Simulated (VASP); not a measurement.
# AlN (Pm) in VASP: a series of runs, part 2 of 2

VASP 6.6.1. The steps go on from the part before.

## (4) Single point, PBE (atom 1 (Al) moved by -0.504 Å along [1 0 0] and +0.378 Å along [1 2 0])

The input, INCAR:

```
PREC     = Accurate       # precision mode
ENCUT    = 520            # plane-wave cutoff, eV
EDIFF    = 1E-6           # SCF threshold, eV
ISMEAR   = 0              # smearing method
SIGMA    = 0.05           # smearing width, eV
LREAL    = False          # projectors in reciprocal space
LASPH    = True           # aspherical terms in the spheres
NELM     = 80             # most SCF steps
ALGO     = Normal         # electronic algorithm
ISIF     = 2              # what is computed and relaxed
LWAVE    = False          # write WAVECAR
LCHARG   = False          # write CHGCAR
GGA      = PE             # functional
NBANDS   = 26             # bands
```

The input, KPOINTS:

```
Automatic mesh
0
Gamma
  8 6 4
```

The input, POSCAR:

```
AlN
1.0
   -1.6567491617      2.8695737234      0.0000000000
    0.0000000000      0.0000000000      4.1874629526
    4.9702474850      2.8695737234      0.0000000000
Al N
4 4
Direct
    0.6748477126      0.7500000000      0.1235458363
    0.0000000000      0.7500000000      0.6666666667
    0.0000000000      0.2500000000      0.3333333333
    0.5000000000      0.2500000000      0.8333333333
    0.5000000000      0.2500000000      0.1666666667
    0.0000000000      0.2500000000      0.6666666667
    0.0000000000      0.7500000000      0.3333333333
    0.5000000000      0.7500000000      0.8333333333
```

Potentials or basis: VASP PAW PBE potentials, release 64 (Al, N).

On the command line:

```sh
$ cat potpaw_PBE.64/Al/POTCAR potpaw_PBE.64/N/POTCAR > POTCAR
$ mpirun -np 1 vasp_std > vasp.out
```

OUTCAR:

```text
PREC = Accurate
   ENCUT = 520
   EDIFF = 1E-6
   ISMEAR = 0
   LREAL = False
   LASPH = True
   NELM = 80
   ISIF = 2
   GGA = PE

 ion  position               nearest neighbor table
   1  0.675  0.750  0.124-   7 1.62   8 1.76   5 2.19   5 2.19   7 2.54   3 2.64   3 2.64   4 2.74
                             4 2.74   2 2.83   3 3.29   3 3.29   2 3.30
   2  0.000  0.750  0.667-   8 1.91   8 1.91   7 1.91   6 2.09   6 2.09   1 2.83   4 2.84   4 2.84
                             4 2.84   4 2.84   3 2.84   3 2.84   1 3.30
   3  0.000  0.250  0.333-   5 1.91   5 1.91   6 1.91   7 2.09   7 2.09   1 2.64   1 2.64   2 2.84
                             2 2.84   1 3.29   1 3.29   4 3.31   4 3.31   4 3.31   4 3.31
   4  0.500  0.250  0.833-   6 1.91   6 1.91   5 1.91   8 2.09   8 2.09   1 2.74   1 2.74   2 2.84
                             2 2.84   2 2.84   2 2.84   3 3.31   3 3.31   3 3.31   3 3.31
   5  0.500  0.250  0.167-   3 1.91   3 1.91   4 1.91   1 2.19   1 2.19
   6  0.000  0.250  0.667-   4 1.91   4 1.91   3 1.91   2 2.09   2 2.09
   7  0.000  0.750  0.333-   1 1.62   2 1.91   3 2.09   3 2.09   1 2.54
   8  0.500  0.750  0.833-   1 1.76   2 1.91   2 1.91   4 2.09   4 2.09

  LATTYP: Found a simple orthorhombic cell.
[... 202 lines left out ...]
 cond. band min:      10.2891558479   @ k =   0.0000   0.0000   0.0000
 fundamental gap:      2.3010938835
 Fermi energy:         8.2726901195

 k-point     1 :       0.0000    0.0000    0.0000
  band No.  band energies     occupation
      1      -9.0344      2.00000
      2      -6.9224      2.00000
      3      -6.1273      2.00000
      4      -5.0972      2.00000
      5       0.9572      2.00000
      6       1.2988      2.00000
[... 685 lines left out ...]
     25      17.3728      0.00000
     26      17.9643      0.00000

 [... further k-points ...]
[... 5 lines left out ...]
  --------------------------------------------------------------------------------------
  -------------------------------------------------------------------------------------
  Total        2.1754259     10.2894089      0.5421690      5.4299418      0.0000000      0.0000000
  in kB       43.7693166    207.0217108     10.9083772    109.2497986      0.0000000      0.0000000
  external PRESSURE =      87.2331349 kB  Pullay stress =       0.0000000 kB

 VOLUME and BASIS-vectors are now :
 -----------------------------------------------------------------------------
  energy-cutoff  :      520.00
  volume of cell :       79.63
      direct lattice vectors                 reciprocal lattice vectors
    -1.656749162  2.869573723  0.000000000    -0.150897919  0.261362862  0.000000000
     0.000000000  0.000000000  4.187462953     0.000000000  0.000000000  0.238808083
     4.970247485  2.869573723  0.000000000     0.150897919  0.087120954  0.000000000

 POSITION                                       TOTAL-FORCE (eV/Angst)
 -----------------------------------------------------------------------------------
     -0.50400      2.29105      3.14060         2.977160     -5.723465      0.000000
      3.31350      1.91305      3.14060        -1.716985     -0.670931      0.000000
      1.65675      0.95652      1.04687        -0.257879      0.723040      0.000000
      3.31350      3.82610      1.04687         0.237612     -0.366667      0.000000
      0.00000      1.91305      1.04687        -1.613167      0.571608      0.000000
      3.31350      1.91305      1.04687         0.367668      0.282514      0.000000
      1.65675      0.95652      3.14060         1.652859      5.948618      0.000000
      3.31350      3.82610      3.14060        -1.647268     -0.764716      0.000000
 -----------------------------------------------------------------------------------
    total drift:                                0.000118     -0.000114      0.000000

  FREE ENERGIE OF THE ION-ELECTRON SYSTEM (eV)
  ---------------------------------------------------
  free  energy   TOTEN  =       -56.3492264212 eV

  energy  without entropy=      -56.3492264212  energy(sigma->0) =      -56.34922642
```

OSZICAR:

```text
N       E                     dE             d eps       ncg     rms          rms(c)
DAV:   1     0.111671258825E+03    0.11167E+03   -0.14884E+04  3744   0.111E+03
DAV:   2    -0.565263163491E+02   -0.16820E+03   -0.15655E+03  5084   0.230E+02
DAV:   3    -0.659884114619E+02   -0.94621E+01   -0.94034E+01  4974   0.558E+01
DAV:   4    -0.660761777898E+02   -0.87766E-01   -0.87710E-01  4504   0.607E+00
DAV:   5    -0.660775383797E+02   -0.13606E-02   -0.13603E-02  4856   0.755E-01    0.172E+01
DAV:   6    -0.564234028902E+02    0.96541E+01   -0.29273E+01  4756   0.291E+01    0.590E+00
DAV:   7    -0.564067394905E+02    0.16663E-01   -0.17578E+00  4570   0.705E+00    0.413E+00
DAV:   8    -0.563596684823E+02    0.47071E-01   -0.20591E-01  4630   0.295E+00    0.692E-01
DAV:   9    -0.563480449111E+02    0.11624E-01   -0.43751E-02  4916   0.134E+00    0.358E-01
DAV:  10    -0.563488021172E+02   -0.75721E-03   -0.69983E-03  4346   0.487E-01    0.205E-01
DAV:  11    -0.563492049999E+02   -0.40288E-03   -0.68560E-04  4504   0.208E-01    0.482E-02
DAV:  12    -0.563492218889E+02   -0.16889E-04   -0.17144E-04  4910   0.106E-01    0.167E-02
DAV:  13    -0.563492250797E+02   -0.31907E-05   -0.44716E-05  4608   0.419E-02    0.112E-02
DAV:  14    -0.563492262937E+02   -0.12141E-05   -0.56719E-06  4182   0.184E-02    0.383E-03
DAV:  15    -0.563492264212E+02   -0.12749E-06   -0.75659E-07  2504   0.673E-03
   1 F= -.56349226E+02 E0= -.56349226E+02  d E =-.124069E-17
```

stdout:

```text
POSCAR found type information on POSCAR AlN
 POSCAR found :  2 types and       8 ions
 scaLAPACK will be used
 LDA part: xc-table for (Slater+PW92), standard interpolation
 POSCAR, INCAR and KPOINTS ok, starting setup
 FFT: planning ... GRIDC
 FFT: planning ... GRID_SOFT
 FFT: planning ... GRID
 WAVECAR not read
 entering main loop
```

Wall time 99 s (1 thread of AMD EPYC 9R45 (Zen 5), shared host); peak memory 0.23 GiB.

Results:

- Free energy: -56.3492 eV
- Pressure: 8.7 GPa
- Largest force: 6.451 eV/Å
- Band gap on the k mesh: 2.30 eV

Forces on the atoms (eV/Å):
```
Al   2.977 -5.723  0.000
Al  -1.717 -0.671  0.000
Al  -0.258  0.723  0.000
Al   0.238 -0.367  0.000
N   -1.613  0.572  0.000
N    0.368  0.283  0.000
N    1.653  5.949  0.000
N   -1.647 -0.765  0.000
```

Levels at points of the mesh, in eV from the valence-band top:
```csv
k point,band 13,band 14,band 15,band 16,band 17,band 18,band 19,band 20
"(0.00, 0.00, 0.00)",-2.12,-1.75,-0.64,0.00,2.30,3.72,4.26,6.48
"(0.50, 0.00, 0.00)",-2.88,-2.40,-2.20,-2.00,4.63,4.77,6.05,6.32
"(0.00, 0.50, 0.00)",-2.49,-1.88,-1.78,-1.15,3.71,4.56,5.48,5.92
"(0.50, 0.50, 0.00)",-1.45,-1.45,-0.94,-0.51,4.83,5.22,6.38,6.52
"(0.00, 0.00, 0.50)",-1.96,-1.55,-0.80,-0.59,3.33,4.92,5.59,5.76
"(0.50, 0.00, 0.50)",-3.13,-2.38,-1.81,-1.25,3.14,4.11,5.96,6.78
"(0.00, 0.50, 0.50)",-2.23,-1.89,-1.79,-1.21,3.54,4.64,5.22,6.37
"(0.50, 0.50, 0.50)",-2.18,-2.16,-1.64,-1.07,4.01,4.29,5.29,5.56
```

Caveat: the cell differs from its parent crystal (atom 1 (Al) moved by -0.504 Å along [1 0 0] and +0.378 Å along [1 2 0]); the stress differs along the axes, from 1 to 21 GPa; forces of over 1 eV/Å act on the atoms, so gaps and moduli don't describe the material at rest.

## (5) Summary

| cell | gap on the mesh (eV) | pressure (GPa) | largest force (eV/Å) |
| --- | --- | --- | --- |
| as given, atomic positions A | 2.69 | 6.3 | 11.36 |
| as given, atomic positions B | 2.83 | 32.3 | 45.03 |
| as given, atomic positions C | 2.30 | 8.7 | 6.45 |

Alike in all rows: task single point; level PBE; potentials or basis VASP PAW PBE potentials, release 64 (Al, N); no spin polarisation; k mesh 8 × 6 × 4; cutoff (eV) 520; smearing gaussian 0.05 eV.

Caveats: forces of over 1 eV/Å act on the atoms, so gaps and moduli don't describe the material at rest; the stress differs along the axes, from 0 to 12 GPa (at least some runs); atoms lie so close that the PAW spheres overlap strongly, which falsifies energies and pressures (at least some runs); the stress differs along the axes, from -4 to 100 GPa (at least some runs); the stress differs along the axes, from 1 to 21 GPa (at least some runs).

Absolute energies hang on the potentials; compare differences alone.
